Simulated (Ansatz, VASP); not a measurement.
AgCl: VASP beside Ansatz

INCAR

```
ALGO = Normal
EDIFF = 1E-7
ENCUT = 520
ISIF = 2
ISMEAR = 0
LASPH = True
LCHARG = True
LELF = True
LREAL = False
LVHAR = True
LWAVE = False
NBANDS = 16
NELM = 80
PREC = Accurate
SIGMA = 0.03
```

KPOINTS

```
k-points
0
Gamma
  10 10 10
```

File POSCAR:

```
AgCl
1.0
    3.4339730000      0.0000000000      0.0000000000
    0.0000000000      3.4339730000      0.0000000000
    0.0000000000      0.0000000000      3.4339730000
Ag Cl
1 1
Direct
    0.0000000000      0.0000000000      0.0000000000
    0.5728019702      0.5000000000      0.5000000000
```

Input for Ansatz:

```yaml
crystal:
  lattice:
    - [3.433973, 0.0, 0.0]
    - [0.0, 3.433973, 0.0]
    - [0.0, 0.0, 3.433973]
  atoms:
    - { symbol: Ag, position: [0.0, 0.0, 0.0] }
    - { symbol: Cl, position: [0.5728019702, 0.5, 0.5] }
basis:
  ecutwfc: 420
kpoints:
  mp_grid: { grid: [10, 10, 10] }
hamiltonian:
  xc: lda
scf:
  occupations: { method: gaussian, width: 0.03 }
output:
  forces: true
  stress: true
  eigenvalues: true
```

Change from the starting cell: all Cl atoms moved -0.250 Å, as atom 2 towards its neighbour atom 2 (Cl) at 3.434 Å.

Alike in both runs: task single point; functional LDA; k mesh 10 × 10 × 10; occupations gaussian, width 0.03 eV; no spin polarisation.

|  | VASP | Ansatz |
| --- | --- | --- |
| version | VASP 6.6.1 | Ansatz 0.2.0 |
| potentials or method | VASP PAW LDA potentials, release 64 (Ag, Cl), cutoff 520 eV | scalar-relativistic, plane waves, PAW |
| valence electrons in the cell | 18 | 26 |

```csv
,VASP,Ansatz,Ansatz less VASP
gap on the k mesh at the Fermi level (eV),0.29,0.26,-0.028
least direct gap on the mesh (eV),1.65,1.62,-0.027
pressure (GPa),-6.8,-6.8,+0.03
"traceless stress, the component that is largest in VASP (GPa)",-0.14,-0.14,+0.002
rms of the force components (eV/Å),0.047,0.050,+0.0022
```

LDA's correlation is that of Perdew and Zunger in VASP and of Perdew and Wang (1992) in Ansatz. Atom by atom the forces differ by 0.002 eV/Å (rms over components). VASP's potentials hold 18 valence electrons a cell and Ansatz's 26, so a difference there can come from the potentials and not from the codes.
